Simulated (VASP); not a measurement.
# Mg4I3 (Pm-3m) in VASP: a series of runs

Runs on Mg4I3. Level: PBE. Tasks: single point, relaxation of cell and atoms.

All numbers are computed with VASP 6.6.1; they aren't measurements. Logs are shortened: lines on timing, memory, paths and dates and some standing lists are left out, and cuts for length are marked.

## Step 1: The cell of the first run

Symmetry: Pm-3m, No. 221, cubic system. The conventional cell has a = 5.490 Å, b = 5.490 Å, c = 5.490 Å, α = 90.00°, β = 90.00°, γ = 90.00°. Within 3.6 Å of Mg (site symmetry m-3m) lie 6 I at 2.75 Å. Within 3.6 Å of Mg (site symmetry 4/mmm) lie 4 I at 2.75 Å. Within 3.6 Å of I (site symmetry 4/mmm) lie 6 Mg at 2.75 Å.

## Step 2: Single point, PBE

File INCAR:

```
  ALGO = Normal
  EDIFF = 1E-6
  ENCUT = 520
  GGA = PE
  ISIF = 2
  ISMEAR = 0
  LASPH = True
  LCHARG = False
  LREAL = False
  LWAVE = False
  NBANDS = 24
  NELM = 100
  PREC = Accurate
  SIGMA = 0.1
```

File KPOINTS:

```
k-points
0
Gamma
  4 4 4
```

File POSCAR:

```
Mg4I3
1.0
    5.4902640100      0.0000000000      0.0000000000
    0.0000000000      5.4902640100      0.0000000000
    0.0000000000      0.0000000000      5.4902640100
Mg I
4 3
Direct
    0.5000000000      0.5000000000      0.5000000000
    0.5000000000      0.0000000000      0.0000000000
    0.0000000000      0.5000000000      0.0000000000
    0.0000000000      0.0000000000      0.5000000000
    0.5000000000      0.5000000000      0.0000000000
    0.0000000000      0.5000000000      0.5000000000
    0.5000000000      0.0000000000      0.5000000000
```

Potentials or basis: VASP PAW PBE potentials, release 64 (Mg, I).

Run with:

```sh
cat potpaw_PBE.64/Mg/POTCAR potpaw_PBE.64/I/POTCAR > POTCAR
mpirun -np 1 vasp_std > vasp.out
```

OUTCAR:

```text
EDIFF = 1E-6
   ENCUT = 520
   GGA = PE
   ISIF = 2
   ISMEAR = 0
   LASPH = True
   LREAL = False
   NELM = 100
   PREC = Accurate

 ion  position               nearest neighbor table
   1  0.500  0.500  0.500-   5 2.75   6 2.75   7 2.75   5 2.75   7 2.75   6 2.75
   2  0.500  0.000  0.000-   5 2.75   7 2.75   7 2.75   5 2.75
   3  0.000  0.500  0.000-   5 2.75   6 2.75   6 2.75   5 2.75
   4  0.000  0.000  0.500-   6 2.75   7 2.75   6 2.75   7 2.75
   5  0.500  0.500  0.000-   1 2.75   2 2.75   3 2.75   1 2.75   2 2.75   3 2.75
   6  0.000  0.500  0.500-   1 2.75   3 2.75   4 2.75   3 2.75   4 2.75   1 2.75
   7  0.500  0.000  0.500-   1 2.75   2 2.75   4 2.75   2 2.75   1 2.75   4 2.75

  LATTYP: Found a simple cubic cell.
 ALAT       =     5.4902640100

  Lattice vectors:

 A1 = (   5.4902640100,   0.0000000000,   0.0000000000)
 A2 = (   0.0000000000,   5.4902640100,   0.0000000000)
 A3 = (   0.0000000000,   0.0000000000,   5.4902640100)

Analysis of symmetry for initial positions (statically):
=====================================================================
 Subroutine PRICEL returns:
 Original cell was already a primitive cell.

 Routine SETGRP: Setting up the symmetry group for a
 simple cubic supercell.

 Subroutine GETGRP returns: Found 48 space group operations
 (whereof 48 operations were pure point group operations)
 out of a pool of 48 trial point group operations.

The static configuration has the point symmetry O_h .

Analysis of symmetry for dynamics (positions and initial velocities):
=====================================================================
 Subroutine PRICEL returns:
 Original cell was already a primitive cell.

 Routine SETGRP: Setting up the symmetry group for a
 simple cubic supercell.

 Subroutine GETGRP returns: Found 48 space group operations
 (whereof 48 operations were pure point group operations)
 out of a pool of 48 trial point group operations.

The dynamic configuration has the point symmetry O_h .

 Subroutine INISYM returns: Found 48 space group operations
 (whereof 48 operations are pure point group operations),
 and found     1 'primitive' translations

----------------------------------------------------------------------------------------

[... 88 lines left out ...]
   LREAL  =      F    real-space projection
   EDIFFG = 0.1E-04   stopping-criterion for IOM
   NSW    =      0    number of steps for IOM
   IBRION =     -1    ionic relax: 0-MD 1-quasi-New 2-CG
   NFREE  =      0    steps in history (QN), initial steepest desc. (CG)
   ISIF   =      2    stress and relaxation
   ISYM   =      2    0-nonsym 1-usesym 2-fastsym
   POTIM  = 0.5000    time-step for ionic-motion
   TEBEG  =    0.0;   TEEND  =   0.0 temperature during run
   PSTRESS=    0.0 pullay stress
   NELECT =      29.0000    total number of electrons
   NUPDOWN=      -1.0000    fix difference up-down
   EMIN   =  10.00;   EMAX   =-10.00  energy-range for DOS
   EFERMI =   0.00;   METHOD = LEGACY
   ISMEAR =     0;   SIGMA  =   0.10  broadening in eV -4-tet -1-fermi 0-gaus
   EFERMI_NEDOS =   21; number of points for ismear=-14 and -15
   IALGO  =     38    algorithm
   IMIX   =      4    mixing-type and parameters
     AMIX     =   0.40;   BMIX     =  1.00
     AMIX_MAG =   1.60;   BMIX_MAG =  1.00
  volume/ion in A,a.u.               =      23.64       159.54
  Fermi-wavevector in a.u.,A,eV,Ry     =   0.916110  1.731197 11.418791  0.839257
  Thomas-Fermi vector in A             =   2.040928
   LORBIT       =      0    0 simple, 1 ext, 2 COOP (PROOUT), +10 PAW based schemes
   GGA     = PE    functional components
   LHFCALC =     F    Hartree Fock is set to
   AEXX    =    0.0000 exact exchange contribution
   IVDW    =     0    specifies the selected vdW correction
   LEPSILON=     F    determine dielectric tensor
   LRPA    =     F    only Hartree local field effects (RPA)
 non-spin polarized calculation
 Gauss-broadening in eV      SIGMA  =   0.10
  energy-cutoff  :      520.00
  volume of cell :      165.49
 maximum number of plane-waves:      4492
 NGX is ok and might be reduce to    42
   NGX = 21   NGY = 21   NGZ = 21

 number of electron      28.9999996 magnetization

 Free energy of the ion-electron system (eV)
  ---------------------------------------------------
  ext. energy  EPLUGINS =         0.00000000
  ---------------------------------------------------
  free energy    TOTEN  =        -7.27319233 eV

  energy without entropy =       -7.25486860  energy(sigma->0) =       -7.26403046

 E-fermi :   7.6424     XC(G=0):  -9.3508

 val. band max:        7.4938789063   @ k =   0.2500   0.0000   0.0000
 cond. band min:       7.7045675667   @ k =   0.2500   0.2500   0.2500
 fundamental gap:      0.2106886604
 Fermi energy:         7.6424439073

 k-point     1 :       0.0000    0.0000    0.0000
  band No.  band energies     occupation
      1      -9.6458      2.00000
      2      -8.3613      2.00000
      3      -8.3613      2.00000
      4      -0.8140      2.00000
      5      -0.8140      2.00000
      6      -0.8140      2.00000
[... 259 lines left out ...]
     23      10.4272      0.00000
     24      10.4272      0.00000

------------------------ aborting loop because EDIFF is reached ----------------------------------------

  FORCE on cell =-STRESS in cart. coord.  units (eV):
  Direction    XX          YY          ZZ          XY          YZ          ZX
  --------------------------------------------------------------------------------------
  -------------------------------------------------------------------------------------
  Total       19.4131141     19.4131141     19.4131141     -0.0000000     -0.0000000     -0.0000000
  in kB      187.9429773    187.9429773    187.9429773     -0.0000000     -0.0000000     -0.0000000
  external PRESSURE =     187.9429773 kB  Pullay stress =       0.0000000 kB

 VOLUME and BASIS-vectors are now :
 -----------------------------------------------------------------------------
  energy-cutoff  :      520.00
  volume of cell :      165.49
      direct lattice vectors                 reciprocal lattice vectors
     5.490264010  0.000000000  0.000000000     0.182140603  0.000000000  0.000000000
     0.000000000  5.490264010  0.000000000     0.000000000  0.182140603  0.000000000
     0.000000000  0.000000000  5.490264010     0.000000000  0.000000000  0.182140603

 POSITION                                       TOTAL-FORCE (eV/Angst)
 -----------------------------------------------------------------------------------
      2.74513      2.74513      2.74513         0.000000      0.000000      0.000000
      2.74513      0.00000      0.00000         0.000000      0.000000      0.000000
      0.00000      2.74513      0.00000         0.000000      0.000000      0.000000
      0.00000      0.00000      2.74513         0.000000      0.000000      0.000000
      2.74513      2.74513      0.00000         0.000000      0.000000      0.000000
      0.00000      2.74513      2.74513         0.000000      0.000000      0.000000
      2.74513      0.00000      2.74513         0.000000      0.000000      0.000000
 -----------------------------------------------------------------------------------
    total drift:                               -0.000000     -0.000000      0.000000

  FREE ENERGIE OF THE ION-ELECTRON SYSTEM (eV)
  ---------------------------------------------------
  free  energy   TOTEN  =        -7.2731923269 eV

  energy  without entropy=       -7.2548686010  energy(sigma->0) =       -7.26403046
```

Run time: 59 s. Hardware: 1 thread of Oxide Virtual Turin-like, shared host; peak memory 0.22 GiB.

What came out:

* Free energy: -7.2732 eV
* Pressure: 18.8 GPa

Caveat: spin-orbit coupling is left out, which moves the levels of the heavy elements; an odd number of electrons without spin polarisation forces a metal; a magnetic or distorted state may lie lower.

## Step 3: Single point, PBE

This run uses another cell than the first one, of 36.42 Å³/atom, 1.540 times its volume.

File INCAR:

```
PREC = Accurate
ENCUT = 520
EDIFF = 1E-7
ISMEAR = 0
SIGMA = 0.1
LREAL = False
LASPH = True
NELM = 60
ALGO = Normal
ISIF = 2
LWAVE = False
LCHARG = False
GGA = PE
NBANDS = 24
```

File KPOINTS:

```
Automatic mesh
0
Gamma
  4 4 4
```

POSCAR, as its differences from that of step 2:

```diff
@@ -2,5 +2,5 @@
 1.0
-    5.4902640100      0.0000000000      0.0000000000
-    0.0000000000      5.4902640100      0.0000000000
-    0.0000000000      0.0000000000      5.4902640100
+    6.3408074089      0.0000000000      0.0000000000
+    0.0000000000      6.3408074089      0.0000000000
+    0.0000000000      0.0000000000      6.3408074089
 Mg I
```

Potentials or basis: VASP PAW PBE potentials, release 64 (Mg, I).

Run with:

```sh
cat potpaw_PBE.64/Mg/POTCAR potpaw_PBE.64/I/POTCAR > POTCAR
mpirun -np 1 vasp_std > vasp.out
```

OUTCAR:

```text
PREC = Accurate
   ENCUT = 520
   EDIFF = 1E-7
   ISMEAR = 0
   LREAL = False
   LASPH = True
   NELM = 60
   ISIF = 2
   GGA = PE

 ion  position               nearest neighbor table
   1  0.500  0.500  0.500-   5 3.17   6 3.17   7 3.17   5 3.17   7 3.17   6 3.17
   2  0.500  0.000  0.000-   5 3.17   7 3.17   7 3.17   5 3.17
   3  0.000  0.500  0.000-   5 3.17   6 3.17   6 3.17   5 3.17
   4  0.000  0.000  0.500-   6 3.17   7 3.17   6 3.17   7 3.17
   5  0.500  0.500  0.000-   1 3.17   2 3.17   3 3.17   1 3.17   2 3.17   3 3.17
   6  0.000  0.500  0.500-   1 3.17   3 3.17   4 3.17   3 3.17   4 3.17   1 3.17
   7  0.500  0.000  0.500-   1 3.17   2 3.17   4 3.17   2 3.17   1 3.17   4 3.17

[... 462 lines left out ...]
  Total        0.2086959      0.2086959      0.2086959      0.0000000     -0.0000000      0.0000000
  in kB        1.3115677      1.3115677      1.3115677      0.0000000     -0.0000000      0.0000000
  external PRESSURE =       1.3115677 kB  Pullay stress =       0.0000000 kB

 VOLUME and BASIS-vectors are now :
 -----------------------------------------------------------------------------
  energy-cutoff  :      520.00
  volume of cell :      254.94
      direct lattice vectors                 reciprocal lattice vectors
     6.340807409  0.000000000  0.000000000     0.157708622  0.000000000  0.000000000
     0.000000000  6.340807409  0.000000000     0.000000000  0.157708622  0.000000000
     0.000000000  0.000000000  6.340807409     0.000000000  0.000000000  0.157708622

 POSITION                                       TOTAL-FORCE (eV/Angst)
 -----------------------------------------------------------------------------------
      3.17040      3.17040      3.17040         0.000000      0.000000      0.000000
      3.17040      0.00000      0.00000         0.000000      0.000000      0.000000
      0.00000      3.17040      0.00000         0.000000      0.000000      0.000000
      0.00000      0.00000      3.17040         0.000000      0.000000      0.000000
      3.17040      3.17040      0.00000         0.000000      0.000000      0.000000
      0.00000      3.17040      3.17040         0.000000      0.000000      0.000000
      3.17040      0.00000      3.17040         0.000000      0.000000      0.000000
 -----------------------------------------------------------------------------------
    total drift:                               -0.000000      0.000000     -0.000000

  FREE ENERGIE OF THE ION-ELECTRON SYSTEM (eV)
  ---------------------------------------------------
  free  energy   TOTEN  =       -10.8364192422 eV

  energy  without entropy=      -10.8082805310  energy(sigma->0) =      -10.82234989
```

OSZICAR:

```text
N       E                     dE             d eps       ncg     rms          rms(c)
DAV:   1     0.127981858273E+03    0.12798E+03   -0.95729E+03   480   0.912E+02
DAV:   2     0.288263905644E+01   -0.12510E+03   -0.11919E+03   664   0.133E+02
DAV:   3    -0.105929426318E+02   -0.13476E+02   -0.13358E+02   624   0.460E+01
DAV:   4    -0.109359808736E+02   -0.34304E+00   -0.34289E+00   632   0.875E+00
DAV:   5    -0.109436745743E+02   -0.76937E-02   -0.76935E-02   656   0.133E+00    0.122E+01
DAV:   6    -0.108487316886E+02    0.94943E-01   -0.16280E-01   560   0.139E+00    0.756E+00
DAV:   7    -0.108413011596E+02    0.74305E-02   -0.20028E-01   560   0.155E+00    0.635E-01
DAV:   8    -0.108360545304E+02    0.52466E-02   -0.23087E-02   560   0.574E-01    0.376E-01
DAV:   9    -0.108363406861E+02   -0.28616E-03   -0.35661E-03   600   0.204E-01    0.153E-01
DAV:  10    -0.108363596498E+02   -0.18964E-04   -0.39093E-04   576   0.799E-02    0.413E-02
DAV:  11    -0.108364186554E+02   -0.59006E-04   -0.12299E-04   576   0.435E-02    0.248E-02
DAV:  12    -0.108364187916E+02   -0.13628E-06   -0.27632E-06   632   0.670E-03    0.743E-03
DAV:  13    -0.108364192054E+02   -0.41380E-06   -0.18453E-06   576   0.514E-03    0.919E-03
DAV:  14    -0.108364192422E+02   -0.36709E-07   -0.52410E-08   376   0.103E-03
   1 F= -.10836419E+02 E0= -.10822350E+02  d E =-.281387E-01
```

stdout:

```text
POSCAR found type information on POSCAR MgI
 POSCAR found :  2 types and       7 ions
 scaLAPACK will be used
 LDA part: xc-table for (Slater+PW92), standard interpolation
 POSCAR, INCAR and KPOINTS ok, starting setup
 FFT: planning ... GRIDC
 FFT: planning ... GRID_SOFT
 FFT: planning ... GRID
 WAVECAR not read
 entering main loop
```

Run time: 71 s. Hardware: 1 thread of Oxide Virtual Turin-like, shared host; peak memory 0.3 GiB.

Results:

- Free energy: -10.8364 eV
- Pressure: 0.1 GPa

Caveat: spin-orbit coupling is left out, which moves the levels of the heavy elements; an odd number of electrons without spin polarisation forces a metal; a magnetic or distorted state may lie lower.

## Step 4: Relaxation of cell and atoms, PBE

File INCAR:

```
PREC = Accurate ; ENCUT = 600
EDIFF = 1E-7 ; ISMEAR = 0
SIGMA = 0.1 ; LREAL = F
LASPH = T ; NELM = 80
ALGO = Normal ; ISIF = 3
LWAVE = F ; LCHARG = F
GGA = PE ; IBRION = 2
NSW = 90 ; EDIFFG = -0.04
```

File KPOINTS:

```
regular mesh
0
Gamma
  4 4 4
```

POSCAR, as its differences from that of step 3:

```diff
@@ -2,5 +2,5 @@
 1.0
-    6.3408074089      0.0000000000      0.0000000000
-    0.0000000000      6.3408074089      0.0000000000
-    0.0000000000      0.0000000000      6.3408074089
+    5.4902640100      0.0000000000      0.0000000000
+    0.0000000000      5.4902640100      0.0000000000
+    0.0000000000      0.0000000000      5.4902640100
 Mg I
```

Run with:

```sh
cat potpaw_PBE.64/Mg/POTCAR potpaw_PBE.64/I/POTCAR > POTCAR
mpirun -np 1 vasp_std > vasp.out
```

It took 3.6 min on 1 thread of Oxide Virtual Turin-like, shared host; peak memory 0.31 GiB.

Results (log left out):

```yaml
Free_energy: -10.8357 eV
Relaxed_volume: 36.81 Å³/atom
Relaxed_cell: a = 6.363 Å, b = 6.363 Å, c = 6.363 Å, α = 90.00°, β = 90.00°, γ = 90.00°
Space_group_after_relaxing_to_0.05_Å: Pm-3m (No. 221)
Energy_gained_by_relaxing: 508.8 meV/atom
Ionic_steps: 5
Pressure_after_relaxing: 0.0 GPa
```

Step by step:
| step | energy change (eV) | largest force (eV/Å) | pressure (GPa) | volume (Å³) |
| --- | --- | --- | --- | --- |
| 1 | 0.0000 | 0.0000 | 18.79 | 165.49 |
| 2 | -3.5075 | 0.0000 | 1.18 | 241.20 |
| 3 | -3.5515 | 0.0000 | 0.47 | 249.88 |
| 4 | -3.5420 | 0.0000 | -0.57 | 267.87 |
| 5 | -3.5618 | 0.0000 | -0.03 | 257.64 |

Final structure:
```
CELL_PARAMETERS angstrom
6.36315 0.00000 0.00000
0.00000 6.36315 0.00000
0.00000 0.00000 6.36315
ATOMIC_POSITIONS crystal
Mg 0.50000 0.50000 0.50000
Mg 0.50000 0.00000 0.00000
Mg 0.00000 0.50000 0.00000
Mg 0.00000 0.00000 0.50000
I 0.50000 0.50000 0.00000
I 0.00000 0.50000 0.50000
I 0.50000 0.00000 0.50000
```

Levels at points of the mesh, in eV from the Fermi level:
```
           k point  band 12  band 13  band 14  band 15  band 16  band 17
(0.00, 0.00, 0.00)    -3.91    -2.45    -1.63    -1.00    -1.00     2.11
(0.50, 0.00, 0.00)    -4.08    -1.49    -0.62    -0.06     0.68     1.71
(0.50, 0.50, 0.00)    -3.80    -0.01     0.14     0.14     1.04     1.17
(0.50, 0.50, 0.50)    -3.79    -0.95     0.99     0.99     0.99     1.51
```

Caveat: the volume moved by over 15 % at a fixed basis, so the end points are rough; spin-orbit coupling is left out, which moves the levels of the heavy elements; an odd number of electrons without spin polarisation forces a metal; a magnetic or distorted state may lie lower.

(Part 1 of 2 ends here.)
